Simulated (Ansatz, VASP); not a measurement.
**InSb in VASP and in Ansatz**

Contents of POSCAR:

```
InSb
1.0
    0.0000000000      3.4106935382      3.4106935382
    3.4106935382      0.0000000000      3.4106935382
    3.4106935382      3.4106935382      0.0000000000
In Sb
1 1
Direct
    0.0000000000      0.0000000000      0.0000000000
    0.2500000000      0.2500000000      0.2500000000
```

The input INCAR.step1:

```
SYSTEM = InSb
  ALGO = Normal
  EDIFF = 1E-4
  ENCUT = 520
  GGA = PE
  ISMEAR = -1
  LASPH = .TRUE.
  LCHARG = .FALSE.
  LREAL = .FALSE.
  LWAVE = .TRUE.
  NBANDS = 16
  NELM = 100
  PREC = Accurate
  SIGMA = 0.02
```

Contents of INCAR.step2:

```
SYSTEM = InSb
  ALGO = Normal
  EDIFF = 1E-6
  ENCUT = 520
  ISIF = 2
  ISMEAR = -1
  ISTART = 1
  LASPH = .TRUE.
  LCHARG = .FALSE.
  LMIXTAU = .TRUE.
  LREAL = .FALSE.
  LWAVE = .FALSE.
  METAGGA = R2SCAN
  NBANDS = 16
  NELM = 100
  PREC = Accurate
  SIGMA = 0.02
```

Contents of KPOINTS:

```
k-points
0
G
  6 6 6
  0 0 0
```

Input for Ansatz:

```yaml
crystal:
  lattice:
    - [0.0, 3.4106935382, 3.4106935382]
    - [3.4106935382, 0.0, 3.4106935382]
    - [3.4106935382, 3.4106935382, 0.0]
  atoms:
    - { symbol: In, position: [0.0, 0.0, 0.0] }
    - { symbol: Sb, position: [0.25, 0.25, 0.25] }
kpoints:
  mp_grid: { grid: [6, 6, 6] }
  band_path:
    path:
      - [0.0, 0.0, 0.0]
      - [-0.5, -0.5, 0.0]
      - [-0.375, -0.375, 0.25]
      - [-0.375, 0.0, 0.375]
      - [0.0, 0.0, 0.5]
      - [-0.5, -0.25, 0.25]
    npoints: 1
hamiltonian:
  xc: r2scan
scf:
  occupations: { method: fermi_dirac, width: 0.02 }
  n_extra_bands: 4
output:
  forces: true
  stress: true
  eigenvalues: true
```

Change from the starting cell: hydrostatic strain +4.0%.

Alike in both runs: task single point; functional r2SCAN; k mesh 6 × 6 × 6; occupations fermi-dirac, width 0.02 eV; no spin polarisation.

|  | VASP | Ansatz |
| --- | --- | --- |
| version | VASP 6.6.1 | Ansatz 0.2.0 |
| potentials or method | VASP PAW PBE potentials, release 64 (In_d, Sb) | plane waves, PAW |
| plane-wave cutoff (eV) | 520 | 500 |
| valence electrons in the cell | 18 | 28 |

|  | VASP | Ansatz | Ansatz less VASP |
| --- | --- | --- | --- |
| pressure (GPa) | -3.8 | -3.8 | +0.01 |

VASP's potentials were made for PBE, not for r2SCAN. VASP's potentials hold 18 valence electrons a cell and Ansatz's 28, so a difference there can come from the potentials and not from the codes.

Neither program's run includes spin-orbit coupling.
